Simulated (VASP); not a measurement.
Wanted: the native input for a VASP 6.6.1 run.

- Task: single point
- Functional: PBEsol
- Potentials or basis: VASP PAW PBE potentials, release 64 (Pb_d, O)
- Cutoff: 520 eV
- k mesh: 6 × 6 × 8
- Occupations: fermi-dirac, width 0.05 eV
- Spin: no spin polarisation
- Dipole correction: no
- Further INCAR settings: ALGO = Normal; EDIFF = 1e-06; NBANDS = 35

The structure of PbO2 lies in POSCAR:

```
PbO2
1.0
    4.9949598700      0.0000000000      0.0000000000
    0.0000000000      4.9949598700      0.0000000000
    0.0000000000      0.0000000000      3.4090009600
Pb O
2 4
Direct
    0.5000000000      0.5000000000      0.5000000000
    0.0000000000      0.0000000000      0.0000000000
    0.6925710400      0.6925710400      0.0000000000
    0.8074289600      0.1925710400      0.5000000000
    0.1925710400      0.8074289600      0.5000000000
    0.3074289600      0.3074289600      0.0000000000
```

One way to write it, as run:

INCAR

```
PREC = Accurate
ENCUT = 520
EDIFF = 1E-6
ISMEAR = -1
SIGMA = 0.05
LREAL = F
LASPH = T
NELM = 80
ALGO = Normal
ISIF = 2
LWAVE = F
LCHARG = F
GGA = PS
NBANDS = 35
```

KPOINTS

```
Automatic mesh
0
Gamma
  6 6 8
```

Potentials or basis: VASP PAW PBE potentials, release 64 (Pb_d, O).

Launch:

```console
$ cat potpaw_PBE.64/Pb_d/POTCAR potpaw_PBE.64/O/POTCAR > POTCAR
$ mpirun -np 1 vasp_std > vasp.out
```

Results of the run:

```json
{
 "Pressure": "0.5 GPa",
 "Largest force": "0.006 eV/Å",
 "Band gap on the k mesh": "0.07 eV, indirect (least direct gap 0.11 eV)"
}
```

Caveat: the PAW data sets were made with another functional, which shifts forces and pressure a little; spin-orbit coupling is left out, which moves the levels of the heavy elements.

It took 100 s on 1 thread of Intel(R) Xeon(R) Platinum 8375C CPU @ 2.90GHz (Ice Lake), with other jobs on the host, peak memory 0.27 GiB.
